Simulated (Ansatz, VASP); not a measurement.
# Si: VASP beside Ansatz

INCAR

```
SYSTEM = Si
PREC     = Accurate       ! precision mode
ENCUT    = 600            ! plane-wave cutoff, eV
EDIFF    = 1E-6           ! SCF threshold, eV
ISMEAR   = 0              ! smearing method
SIGMA    = 0.1            ! smearing width, eV
LREAL    = .False.        ! projectors in reciprocal space
LASPH    = .True.         ! aspherical terms in the spheres
NELM     = 60             ! most SCF steps
ALGO     = Normal         ! electronic algorithm
ISIF     = 3              ! what is computed and relaxed
LWAVE    = .False.        ! write WAVECAR
LCHARG   = .False.        ! write CHGCAR
GGA      = PE             ! functional
IBRION   = 2              ! ionic algorithm
NSW      = 90             ! ionic steps
EDIFFG   = -0.04          ! ionic threshold
```

The input KPOINTS:

```
Automatic mesh
0
Gamma
  4 4 4
  0 0 0
```

Contents of POSCAR:

```
Si
1.0
    2.8019561825     -2.5369500424      0.0000000000
    2.8019561825      2.5369500424      0.0000000000
    0.0000000000      0.0000000000      7.0006771486
Si
6
Direct
    0.0620356837      0.3719037042      0.2500000000
    0.9379643163      0.6280962958      0.7500000000
    0.5000000000      0.5000000000      0.5000000000
    0.5000000000      0.5000000000      0.0000000000
    0.6280962958      0.9379643163      0.2500000000
    0.3719037042      0.0620356837      0.7500000000
```

Input for Ansatz:

```yaml
crystal:
  lattice:
    - [2.8019561825, -2.5369500424, 0.0]
    - [2.8019561825, 2.5369500424, 0.0]
    - [0.0, 0.0, 7.0006771486]
  atoms:
    - { symbol: Si, position: [0.0620356837, 0.3719037042, 0.25] }
    - { symbol: Si, position: [0.9379643163, 0.6280962958, 0.75] }
    - { symbol: Si, position: [0.5, 0.5, 0.5] }
    - { symbol: Si, position: [0.5, 0.5, 0.0] }
    - { symbol: Si, position: [0.6280962958, 0.9379643163, 0.25] }
    - { symbol: Si, position: [0.3719037042, 0.0620356837, 0.75] }
basis:
  ecutwfc: 420
kpoints:
  mp_grid: { grid: [4, 4, 4] }
hamiltonian:
  xc: pbe
scf:
  occupations: { method: gaussian, width: 0.1 }
  lower_state_search: "off"
output:
  forces: true
  stress: true
  eigenvalues: true
relax:
  adjacent_minimum: "off"
  f_tol: 0.04
  max_steps: 70
  cell: { stress_tol: 0.4 }
```

Alike in both runs: task relaxation of cell and atoms; functional PBE; k mesh 4 × 4 × 4; occupations gaussian, width 0.1 eV; no spin polarisation.

|  | VASP | Ansatz |
| --- | --- | --- |
| version | VASP 6.6.1 | Ansatz 0.2.0 |
| potentials or method | VASP PAW PBE potentials, release 64 (Si), cutoff 600 eV | scalar-relativistic, plane waves, PAW |
| valence electrons in the cell | 24 | 24 |

|  | VASP | Ansatz | Ansatz less VASP |
| --- | --- | --- | --- |
| gap on the k mesh at the Fermi level, each at its own relaxed structure (eV) | none | none | - |
| relaxed volume (Å³/atom) | 16.59 | 16.59 | 0.000 |
| relaxed cell length with the largest relative difference (Å) | 3.780 | 3.780 | 0.0000 |

A gap of «none» marks a metal or a gap that the smearing closes.

The k mesh is coarse, so the values compare programs but aren't converged. Noted on VASP's run: the relaxation stopped at its first step, so nothing moved.
